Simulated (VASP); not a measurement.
# SnGe5 (F-43m) in VASP: further runs, part 2 of 2

VASP 6.6.1.

**4. Relaxation of cell and atoms, PBE**

File INCAR:

```
  PREC = Accurate
  ENCUT = 600
  EDIFF = 1E-7
  ISMEAR = 0
  SIGMA = 0.1
  LREAL = F
  LASPH = T
  NELM = 60
  ALGO = Normal
  ISIF = 3
  LWAVE = F
  LCHARG = F
  GGA = PE
  IBRION = 2
  NSW = 100
  EDIFFG = -0.01
```

File KPOINTS:

```
Automatic mesh
0
Gamma
  8 8 8
```

File POSCAR:

```
SnGe5
1.0
    0.0000000000      4.0234763000      4.0234763000
    4.0234763000      0.0000000000      4.0234763000
    4.0234763000      4.0234763000      0.0000000000
Sn Ge
1 5
Direct
    0.2500000000      0.2500000000      0.2500000000
    0.3727328200      0.8757557300      0.8757557300
    0.8757557300      0.3727328200      0.8757557300
    0.8757557300      0.8757557300      0.3727328200
    0.8757557300      0.8757557300      0.8757557300
    0.5000000000      0.5000000000      0.5000000000
```

Potentials or basis: VASP PAW PBE potentials, release 64 (Sn_d, Ge_d).

Started as:

```sh
> cat potpaw_PBE.64/Sn_d/POTCAR potpaw_PBE.64/Ge_d/POTCAR > POTCAR
> mpirun -np 1 vasp_std > vasp.out
```

OUTCAR:

```text
PREC = Accurate
   ENCUT = 600
   EDIFF = 1E-7
   ISMEAR = 0
   LREAL = F
   LASPH = T
   NELM = 60
   ISIF = 3
   GGA = PE
   IBRION = 2
   NSW = 100
   EDIFFG = -0.01

 ion  position               nearest neighbor table
   1  0.250  0.250  0.250-   2 3.33   3 3.33   4 3.33   5 3.33   5 3.33   5 3.33   2 3.33   3 3.33
                             3 3.33   2 3.33   4 3.33   4 3.33
   2  0.373  0.876  0.876-   3 2.83   4 2.83   5 2.83   5 2.86   4 2.86   3 2.86   1 3.33   1 3.33
                             1 3.33
   3  0.876  0.373  0.876-   2 2.83   4 2.83   5 2.83   4 2.86   5 2.86   2 2.86   1 3.33   1 3.33
                             1 3.33
   4  0.876  0.876  0.373-   2 2.83   3 2.83   5 2.83   5 2.86   3 2.86   2 2.86   1 3.33   1 3.33
                             1 3.33
   5  0.876  0.876  0.876-   2 2.83   3 2.83   4 2.83   4 2.86   3 2.86   2 2.86   1 3.33   1 3.33
                             1 3.33
   6  0.500  0.500  0.500-

  LATTYP: Found a face centered cubic cell.
 ALAT       =     8.0469526000

  Lattice vectors:

 A1 = (   0.0000000000,   4.0234763000,   4.0234763000)
 A2 = (   4.0234763000,   0.0000000000,   4.0234763000)
 A3 = (   4.0234763000,   4.0234763000,   0.0000000000)

Analysis of symmetry for initial positions (statically):
[... 185 lines left out ...]
------------------------ aborting loop because EDIFF is reached ----------------------------------------

  FORCE on cell =-STRESS in cart. coord.  units (eV):
  Direction    XX          YY          ZZ          XY          YZ          ZX
  --------------------------------------------------------------------------------------
  -------------------------------------------------------------------------------------
  Total       -0.8555059     -0.8555059     -0.8555059     -0.0000000      0.0000000     -0.0000000
  in kB      -10.5220227    -10.5220227    -10.5220227     -0.0000000      0.0000000     -0.0000000
  external PRESSURE =     -10.5220227 kB  Pullay stress =       0.0000000 kB
[... 147 lines left out ...]
--------------------------------------- Ionic step        5  -------------------------------------------

 number of electron      83.9999965 magnetization

 Free energy of the ion-electron system (eV)
  ---------------------------------------------------
  ext. energy  EPLUGINS =         0.00000000
  ---------------------------------------------------
  free energy    TOTEN  =       -24.33332195 eV

  energy without entropy =      -24.31594033  energy(sigma->0) =      -24.32463114

 E-fermi :   6.6090     XC(G=0): -10.8366

 val. band max:        6.6051605291   @ k =   0.2500   0.1250   0.0000
 cond. band min:       6.6300459792   @ k =   0.3750   0.2500   0.1250
 fundamental gap:      0.0248854501
 Fermi energy:         6.6089883258

 k-point     1 :       0.0000    0.0000    0.0000
  band No.  band energies     occupation
      1     -18.3453      2.00000
      2     -18.3453      2.00000
      3     -18.3453      2.00000
      4     -18.3446      2.00000
      5     -18.3446      2.00000
      6     -18.2280      2.00000
[... 1261 lines left out ...]
     49      10.1488      0.00000
     50      10.8455      0.00000

 [... further k-points ...]
[... 5 lines left out ...]
  --------------------------------------------------------------------------------------
  -------------------------------------------------------------------------------------
  Total        0.0273297      0.0273297      0.0273297      0.0000000      0.0000000      0.0000000
  in kB        0.3429397      0.3429397      0.3429397      0.0000000      0.0000000      0.0000000
  external PRESSURE =       0.3429397 kB  Pullay stress =       0.0000000 kB
[... 21 lines left out ...]
  FREE ENERGIE OF THE ION-ELECTRON SYSTEM (eV)
  ---------------------------------------------------
  free  energy   TOTEN  =       -24.3333219515 eV

  energy  without entropy=      -24.3159403335  energy(sigma->0) =      -24.32463114

 reached required accuracy - stopping structural energy minimisation
```

CONTCAR:

```text
SnGe5
   1.00000000000000
    -0.0000000000000000    3.9966771804972288    3.9966771804972288
     3.9966771804972288    0.0000000000000000    3.9966771804972288
     3.9966771804972288    3.9966771804972288    0.0000000000000000
  Sn              Ge
     1     5
Direct
     0.2500000000000000    0.2500000000000000    0.2500000000000000
     0.3761205130390966    0.8746264989869705    0.8746264989869705
     0.8746264989869705    0.3761205130390966    0.8746264989869705
     0.8746264989869705    0.8746264989869705    0.3761205130390966
     0.8746264989869705    0.8746264989869705    0.8746264989869705
     0.5000000000000000    0.5000000000000000    0.5000000000000000

  0.00000000E+00  0.00000000E+00  0.00000000E+00
  0.00000000E+00  0.00000000E+00  0.00000000E+00
  0.00000000E+00  0.00000000E+00  0.00000000E+00
  0.00000000E+00  0.00000000E+00  0.00000000E+00
  0.00000000E+00  0.00000000E+00  0.00000000E+00
  0.00000000E+00  0.00000000E+00  0.00000000E+00
```

It took 23 min on 1 thread of Intel Xeon 8259CL, shared host; peak memory 0.46 GiB.

Results:

```
Free energy                           : -24.3333 eV
Relaxed volume                        : 21.28 Å³/atom
Relaxed cell                          : a = 5.652 Å, b = 5.652 Å, c = 5.652 Å, α = 60.00°, β = 60.00°, γ = 60.00°
Space group after relaxing (to 0.1 Å) : F-43m (No. 216)
Energy gained by relaxing             : 2.0 meV/atom
Ionic steps                           : 5
Pressure after relaxing               : 0.0 GPa
Band gap on the k mesh                : zero (bands 42 and 43 overlap by 1.68 eV)
```

The path:
```
step  energy change (eV)  largest force (eV/Å)  pressure (GPa)  volume (Å³)
   1              0.0000                0.1125           -1.05       130.27
   2             -0.0104                0.0851            0.08       127.60
   3             -0.0104                0.0841            0.12       127.53
   4             -0.0116                0.0459            0.08       127.60
   5             -0.0122                0.0003            0.03       127.68
```

Final structure:
```
CELL_PARAMETERS angstrom
0.00000 3.99668 3.99668
3.99668 0.00000 3.99668
3.99668 3.99668 0.00000
ATOMIC_POSITIONS crystal
Sn 0.25000 0.25000 0.25000
Ge 0.37612 0.87463 0.87463
Ge 0.87463 0.37612 0.87463
Ge 0.87463 0.87463 0.37612
Ge 0.87463 0.87463 0.87463
Ge 0.50000 0.50000 0.50000
```

Levels at points of the mesh, in eV from the Fermi level:
| k point | band 38 | band 39 | band 40 | band 41 | band 42 | band 43 | band 44 | band 45 | band 46 | band 47 |
| --- | --- | --- | --- | --- | --- | --- | --- | --- | --- | --- |
| (0.00, 0.00, 0.00) | -4.07 | -4.07 | -4.07 | -1.63 | -1.63 | -1.33 | -1.33 | -1.33 | 4.36 | 4.36 |
| (0.50, 0.00, 0.00) | -4.12 | -2.90 | -0.63 | -0.63 | -0.53 | -0.03 | -0.03 | 2.16 | 2.26 | 3.17 |
| (0.50, 0.50, 0.00) | -1.34 | -1.34 | -1.30 | 0.35 | 0.35 | 0.65 | 0.66 | 1.19 | 1.32 | 2.09 |

Caveat: spin-orbit coupling is left out, which moves the levels of the heavy elements.

**5. Summary**

| task | cell | k mesh | cutoff (eV) | gap on the mesh (eV) | pressure (GPa) |
| --- | --- | --- | --- | --- | --- |
| single point | a = 5.690 Å, angles 60.0°, 6 atoms, atomic positions A | 4 × 4 × 4 | 520 | none | -1.1 |
| single point | a = 5.652 Å, angles 60.0°, 6 atoms, atomic positions B | 8 × 8 × 8 | 520 | none | 0.0 |
| relaxation of cell and atoms | relaxed from a = 5.690 Å, angles 60.0°, 6 atoms, atomic positions A | 8 × 8 × 8 | 600 | none | 0.0 |

Alike in all rows: level PBE; potentials or basis VASP PAW PBE potentials, release 64 (Sn_d, Ge_d); no spin polarisation; smearing gaussian 0.1 eV.

Caveats: spin-orbit coupling is left out, which moves the levels of the heavy elements.

Absolute energies hang on the potentials; compare differences alone.
